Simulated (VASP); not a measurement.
Input of a VASP 6.6.1 run:

File INCAR:

```
SYSTEM = AlN
PREC = Accurate ; ENCUT = 600
EDIFF = 1E-6 ; ISMEAR = 0
SIGMA = 0.01 ; LREAL = .FALSE.
LASPH = .TRUE. ; NELM = 120
ALGO = Normal ; ISIF = 2
LWAVE = .FALSE. ; LCHARG = .FALSE.
GGA = PS ; NBANDS = 11
GGA_COMPAT = .FALSE.
```

Contents of KPOINTS:

```
Automatic mesh
0
G
  10 10 10
  0 0 0
```

File POSCAR:

```
AlN
1.0
    0.0000000000      2.1153644032      2.1153644032
    2.1153644032      0.0000000000      2.1153644032
    2.1153644032      2.1153644032      0.0000000000
Al N
1 1
Direct
    0.0000000000      0.0000000000      0.0000000000
    0.7500000000      0.7500000000      0.7500000000
```

Potentials or basis: VASP PAW PBE potentials, release 64 (Al, N).

Launch:

```console
$ cat potpaw_PBE.64/Al/POTCAR potpaw_PBE.64/N/POTCAR > POTCAR
$ mpirun -np 1 vasp_std > vasp.out
```

Problem. Estimate the pressure.

Solution. 25.1 GPa.

Problem. What does it give for the band gap on the k mesh?

Solution. 3.23 eV (least direct gap 5.01 eV).

Caveat: the cell stands under pressure; the PAW data sets were made with another functional, which shifts forces and pressure a little. A k mesh can miss the band edges.
